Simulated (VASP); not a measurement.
# Ga2O3 (C2/m) in VASP: single point with LDA

Aim: the single point of Ga2O3 with LDA.

Program: VASP 6.6.1. These are calculated values, not measurements. Logs are shortened: lines on timing, memory, paths and dates and some standing lists are left out, and cuts for length are marked.

### Step 1. The cell of the first run

The structure is monoclinic, space group C2/m (No. 12). Conventional cell: a = 12.134 Å, b = 3.016 Å, c = 5.751 Å, α = 90.00°, β = 103.75°, γ = 90.00°. Ga (site symmetry m) has 4 O at 1.82 to 1.85 Å within 2.4 Å. Within 2.5 Å of Ga (site symmetry m) lie 6 O at 1.92 to 2.05 Å. Within 2.4 Å of O (site symmetry m) lie 3 Ga at 1.82 to 1.93 Å. O (site symmetry m) has 4 Ga at 1.85 to 2.05 Å and 3 O at 2.58 to 2.63 Å within 2.7 Å. Within 2.4 Å of O (site symmetry m) lie 3 Ga at 1.82 to 1.92 Å.

### Step 2. Single point, LDA

File INCAR:

```
  PREC = Accurate
  ENCUT = 520
  EDIFF = 1E-6
  ISMEAR = 0
  SIGMA = 0.01
  LREAL = False
  LASPH = True
  NELM = 60
  ALGO = Normal
  ISIF = 2
  LWAVE = False
  LCHARG = True
  GGA = CA
  LELF = True
  LVHAR = True
  NBANDS = 55
```

File KPOINTS:

```
regular mesh
0
Gamma
  6 6 5
```

File POSCAR:

```
Ga2O3
1.0
    6.0671017276     -1.5079581964      0.0055338304
    6.0671017276      1.5079581964      0.0055338304
   -1.3718323418      0.0000000000      5.5852106264
Ga O
4 6
Direct
    0.0906954274      0.0906954274      0.7950596723
    0.9093045726      0.9093045726      0.2049403277
    0.6588879445      0.6588879445      0.3142990127
    0.3411120555      0.3411120555      0.6857009873
    0.1656879580      0.1656879580      0.1093543998
    0.8343120420      0.8343120420      0.8906456002
    0.1730773599      0.1730773599      0.5621954113
    0.8269226401      0.8269226401      0.4378045887
    0.4964237514      0.4964237514      0.2557911675
    0.5035762486      0.5035762486      0.7442088325
```

Potentials or basis: VASP PAW LDA potentials, release 64 (Ga_d, O).

The run is started by

```sh
$ cat potpaw_LDA.64/Ga_d/POTCAR potpaw_LDA.64/O/POTCAR > POTCAR
$ mpirun -np 1 vasp_std > vasp.out
```

OUTCAR:

```text
PREC = Accurate
   ENCUT = 520
   EDIFF = 1E-6
   ISMEAR = 0
   LREAL = False
   LASPH = True
   NELM = 60
   ISIF = 2
   GGA = CA

 ion  position               nearest neighbor table
   1  0.091  0.091  0.795-   5 1.82  10 1.82  10 1.82   7 1.85
   2  0.909  0.909  0.205-   6 1.82   9 1.82   9 1.82   8 1.85
   3  0.659  0.659  0.314-   9 1.92   5 1.93   5 1.93   8 1.99   7 2.05   7 2.05
   4  0.341  0.341  0.686-  10 1.92   6 1.93   6 1.93   7 1.99   8 2.05   8 2.05
   5  0.166  0.166  0.109-   1 1.82   3 1.93   3 1.93
   6  0.834  0.834  0.891-   2 1.82   4 1.93   4 1.93
   7  0.173  0.173  0.562-   1 1.85   4 1.99   3 2.05   3 2.05
   8  0.827  0.827  0.438-   2 1.85   3 1.99   4 2.05   4 2.05
   9  0.496  0.496  0.256-   2 1.82   2 1.82   3 1.92
  10  0.504  0.504  0.744-   1 1.82   1 1.82   4 1.92

  LATTYP: Found a base centered monoclinic cell.
 ALAT       =    12.1342085026
 B/A-ratio  =     0.2485466104
 C/A-ratio  =     0.4739672481
 COS(beta)  =    -0.2376431597

  Lattice vectors:

 A1 = (   6.0671017276,  -1.5079581964,   0.0055338304)
 A2 = (   6.0671017276,   1.5079581964,   0.0055338304)
 A3 = (  -1.3718323418,   0.0000000000,   5.5852106264)

Analysis of symmetry for initial positions (statically):
=====================================================================
 Subroutine PRICEL returns:
 Original cell was already a primitive cell.

 Routine SETGRP: Setting up the symmetry group for a
 base centered monoclinic supercell.

 Subroutine GETGRP returns: Found  4 space group operations
 (whereof  4 operations were pure point group operations)
 out of a pool of  4 trial point group operations.

The static configuration has the point symmetry C_2h.

Analysis of symmetry for dynamics (positions and initial velocities):
=====================================================================
 Subroutine PRICEL returns:
 Original cell was already a primitive cell.

 Routine SETGRP: Setting up the symmetry group for a
 base centered monoclinic supercell.

 Subroutine GETGRP returns: Found  4 space group operations
 (whereof  4 operations were pure point group operations)
 out of a pool of  4 trial point group operations.

The dynamic configuration has the point symmetry C_2h.

 Subroutine INISYM returns: Found  4 space group operations
 (whereof  4 operations are pure point group operations),
 and found     1 'primitive' translations

----------------------------------------------------------------------------------------

                                     Primitive cell

  volume of cell :     102.2204

  direct lattice vectors                    reciprocal lattice vectors
     6.067101728 -1.507958196  0.005533830     0.082393214 -0.331574178  0.020237317
     6.067101728  1.507958196  0.005533830     0.082393214  0.331574178  0.020237317
    -1.371832342  0.000000000  5.585210626    -0.000163271  0.000000000  0.179004175

  length of vectors
     6.251695124  6.251695124  5.751217412     0.342256667  0.342256667  0.179004249

  position of ions in fractional coordinates (direct lattice)
     0.090695427  0.090695427  0.795059672
     0.909304573  0.909304573  0.204940328
     0.658887945  0.658887945  0.314299013
     0.341112055  0.341112055  0.685700987
     0.165687958  0.165687958  0.109354400
     0.834312042  0.834312042  0.890645600
     0.173077360  0.173077360  0.562195411
     0.826922640  0.826922640  0.437804589
     0.496423751  0.496423751  0.255791168
     0.503576249  0.503576249  0.744208833

  ion indices of the primitive-cell ions
   primitive index   ion index
                 1           1
                 2           2
                 3           3
                 4           4
                 5           5
                 6           6
                 7           7
                 8           8
                 9           9
                10          10

----------------------------------------------------------------------------------------

 KPOINTS: regular mesh

Automatic generation of k-mesh.
 Grid dimensions read from file:
 generate k-points for:    6    6    5

 Generating k-lattice:

  Cartesian coordinates                     Fractional coordinates (reciprocal lattice)
     0.013732202 -0.055262363  0.003372886     0.166666667  0.000000000  0.000000000
     0.013732202  0.055262363  0.003372886     0.000000000  0.166666667  0.000000000
    -0.000032654  0.000000000  0.035800835     0.000000000  0.000000000  0.200000000

  Length of vectors
     0.057042778  0.057042778  0.035800850

  Shift w.r.t. Gamma in fractional coordinates (k-lattice)
     0.000000000  0.000000000  0.000000000

 Subroutine IBZKPT returns following result:
 ===========================================

 Found     55 irreducible k-points:

 Following reciprocal coordinates:
            Coordinates               Weight
  0.000000  0.000000  0.000000      1.000000
  0.166667  0.000000 -0.000000      4.000000
  0.333333  0.000000 -0.000000      4.000000
  0.500000  0.000000 -0.000000      2.000000
  0.166667  0.166667 -0.000000      2.000000
  0.333333  0.166667 -0.000000      4.000000
[... 16 lines left out ...]
 -0.333333  0.166667  0.200000      4.000000
 -0.166667  0.166667  0.200000      4.000000
 [... further k-points ...]
   k-points           NKPTS =     55   k-points in BZ     NKDIM =     55   number of bands    NBANDS=     55
   number of dos      NEDOS =    301   number of ions     NIONS =     10
   total plane-waves  NPLWV = 110592
   dimension x,y,z NGX =    48 NGY =   48 NGZ =   48
   dimension x,y,z NGXF=    96 NGYF=   96 NGZF=   96
   ions per type =               4   6
   NGX,Y,Z   is equivalent  to a cutoff of  12.76, 12.76, 13.87 a.u.
   NGXF,Y,Z  is equivalent  to a cutoff of  25.53, 25.53, 27.75 a.u.
 SYSTEM =  unknown system
   PREC   = accura    normal or accurate (medium, high low for compatibility)
   ISTART =      0    job   : 0-new  1-cont  2-samecut
   ICHARG =      2    charge: 1-file 2-atom 10-const
   ISPIN  =      1    spin polarized calculation?
   LNONCOLLINEAR =      F non collinear calculations
   LSORBIT =      F    spin-orbit coupling
   LASPH  =      T    aspherical Exc in radial PAW
   ENCUT  =  520.0 eV  38.22 Ry    6.18 a.u.  11.62 11.62 10.69*2*pi/ulx,y,z
   NELM   =     60;   NELMIN=  2; NELMDL= -5     # of ELM steps
   EDIFF  = 0.1E-05   stopping-criterion for ELM
   LREAL  =      F    real-space projection
   EDIFFG = 0.1E-04   stopping-criterion for IOM
   NSW    =      0    number of steps for IOM
   IBRION =     -1    ionic relax: 0-MD 1-quasi-New 2-CG
   NFREE  =      0    steps in history (QN), initial steepest desc. (CG)
   ISIF   =      2    stress and relaxation
   ISYM   =      2    0-nonsym 1-usesym 2-fastsym
   POTIM  = 0.5000    time-step for ionic-motion
   TEBEG  =    0.0;   TEEND  =   0.0 temperature during run
   PSTRESS=    0.0 pullay stress
   NELECT =      88.0000    total number of electrons
   NUPDOWN=      -1.0000    fix difference up-down
   EMIN   =  10.00;   EMAX   =-10.00  energy-range for DOS
   EFERMI =   0.00;   METHOD = LEGACY
   ISMEAR =     0;   SIGMA  =   0.01  broadening in eV -4-tet -1-fermi 0-gaus
   EFERMI_NEDOS =   21; number of points for ismear=-14 and -15
   IALGO  =     38    algorithm
   IMIX   =      4    mixing-type and parameters
     AMIX     =   0.40;   BMIX     =  1.00
     AMIX_MAG =   1.60;   BMIX_MAG =  1.00
  volume/ion in A,a.u.               =      10.22        68.98
  Fermi-wavevector in a.u.,A,eV,Ry     =   1.557363  2.942990 32.999301  2.425380
  Thomas-Fermi vector in A             =   2.661024
   LORBIT       =      0    0 simple, 1 ext, 2 COOP (PROOUT), +10 PAW based schemes
   GGA     = CA    functional components
   LHFCALC =     F    Hartree Fock is set to
   AEXX    =    0.0000 exact exchange contribution
   IVDW    =     0    specifies the selected vdW correction
   LEPSILON=     F    determine dielectric tensor
   LRPA    =     F    only Hartree local field effects (RPA)
 non-spin polarized calculation
 Gauss-broadening in eV      SIGMA  =   0.01
  energy-cutoff  :      520.00
  volume of cell :      102.22
 maximum number of plane-waves:      2781
 NGX is ok and might be reduce to    48
   NGX = 23   NGY = 23   NGZ = 21

 number of electron      88.0000016 magnetization

 Free energy of the ion-electron system (eV)
  ---------------------------------------------------
  ext. energy  EPLUGINS =         0.00000000
  ---------------------------------------------------
  free energy    TOTEN  =       -68.22588151 eV

  energy without entropy =      -68.22588151  energy(sigma->0) =      -68.22588151

 E-fermi :   3.8815     XC(G=0): -12.3376

 val. band max:        3.8274360296   @ k =   0.0000   0.0000   0.0000
 cond. band min:       6.3552867028   @ k =   0.0000   0.0000   0.0000
 fundamental gap:      2.5278506732
 Fermi energy:         3.8814828996

 k-point     1 :       0.0000    0.0000    0.0000
  band No.  band energies     occupation
      1     -15.0720      2.00000
      2     -13.7767      2.00000
      3     -13.7625      2.00000
      4     -13.6597      2.00000
      5     -13.1309      2.00000
      6     -13.1265      2.00000
[... 47 lines left out ...]
     54      16.1134      0.00000
     55      16.4583      0.00000

 k-point     2 :       0.1667    0.0000   -0.0000
  band No.  band energies     occupation
      1     -14.8425      2.00000
      2     -13.7598      2.00000
      3     -13.6890      2.00000
      4     -13.5161      2.00000
      5     -13.1409      2.00000
      6     -13.1292      2.00000
[... 47 lines left out ...]
     54      14.9442      0.00000
     55      15.0019      0.00000

 k-point     3 :       0.3333    0.0000   -0.0000
  band No.  band energies     occupation
      1     -14.2764      2.00000
      2     -13.6610      2.00000
      3     -13.5303      2.00000
      4     -13.3926      2.00000
      5     -13.1409      2.00000
      6     -13.1309      2.00000
[... 1152 lines left out ...]
 k-point    23 :      -0.3333    0.1667    0.2000
  band No.  band energies     occupation
      1     -13.7814      2.00000
      2     -13.6147      2.00000
      3     -13.5411      2.00000
      4     -13.4072      2.00000
      5     -13.1529      2.00000
      6     -13.1371      2.00000
[... 47 lines left out ...]
     54      15.4908      0.00000
     55      15.8201      0.00000

 k-point    24 :      -0.1667    0.1667    0.2000
  band No.  band energies     occupation
      1     -14.2623      2.00000
      2     -13.6258      2.00000
      3     -13.5474      2.00000
      4     -13.3958      2.00000
      5     -13.1883      2.00000
      6     -13.1170      2.00000
[... 47 lines left out ...]
     54      14.9735      0.00000
     55      15.5185      0.00000

 [... further k-points ...]

------------------------ aborting loop because EDIFF is reached ----------------------------------------

  FORCE on cell =-STRESS in cart. coord.  units (eV):
  Direction    XX          YY          ZZ          XY          YZ          ZX
  --------------------------------------------------------------------------------------
  -------------------------------------------------------------------------------------
  Total        1.0492221      1.3047527      1.1390080      0.0000000      0.0000000      0.0314743
  in kB       16.4452539     20.4503801     17.8525376      0.0000000      0.0000000      0.4933207
  external PRESSURE =      18.2493905 kB  Pullay stress =       0.0000000 kB

 VOLUME and BASIS-vectors are now :
 -----------------------------------------------------------------------------
  energy-cutoff  :      520.00
  volume of cell :      102.22
      direct lattice vectors                 reciprocal lattice vectors
     6.067101728 -1.507958196  0.005533830     0.082393214 -0.331574178  0.020237317
     6.067101728  1.507958196  0.005533830     0.082393214  0.331574178  0.020237317
    -1.371832342  0.000000000  5.585210626    -0.000163271  0.000000000  0.179004175

 POSITION                                       TOTAL-FORCE (eV/Angst)
 -----------------------------------------------------------------------------------
      0.00983      0.00000      4.44158         0.027440      0.000000     -0.005045
     10.75254      0.00000      1.15470        -0.027440      0.000000      0.005045
      7.56391      0.00000      1.76272        -0.005110      0.000000      0.027198
      3.19846      0.00000      3.83356         0.005110      0.000000     -0.027198
      1.86048      0.00000      0.61260         0.058364      0.000000      0.023841
      8.90190      0.00000      4.98368        -0.058364      0.000000     -0.023841
      1.32892      0.00000      3.14190         0.014986      0.000000     -0.041249
      9.43345      0.00000      2.45438        -0.014986      0.000000      0.041249
      5.67280      0.00000      1.43414         0.062390      0.000000      0.025420
      5.08957      0.00000      4.16214        -0.062390      0.000000     -0.025420
 -----------------------------------------------------------------------------------
    total drift:                               -0.000000     -0.000000      0.000000

  FREE ENERGIE OF THE ION-ELECTRON SYSTEM (eV)
  ---------------------------------------------------
  free  energy   TOTEN  =       -68.2258815056 eV

  energy  without entropy=      -68.2258815056  energy(sigma->0) =      -68.22588151
```

It took 18 min on 1 thread of Intel Xeon 8259CL, shared host; peak memory 0.4 GiB.

Results:

```yaml
Free_energy: -68.2259 eV
Pressure: 1.8 GPa
Largest_force: 0.067 eV/Å
Band_gap_on_the_k_mesh: 2.53 eV
```

Forces on the atoms (eV/Å):
```
Ga   0.027  0.000 -0.005
Ga  -0.027  0.000  0.005
Ga  -0.005  0.000  0.027
Ga   0.005  0.000 -0.027
O    0.058  0.000  0.024
O   -0.058  0.000 -0.024
O    0.015  0.000 -0.041
O   -0.015  0.000  0.041
O    0.062  0.000  0.025
O   -0.062  0.000 -0.025
```

Caveat: an odd mesh through Γ misses points on the zone boundary, where band edges can lie. Expect the measured gap to be larger: semilocal functionals such as LDA lack the derivative discontinuity.
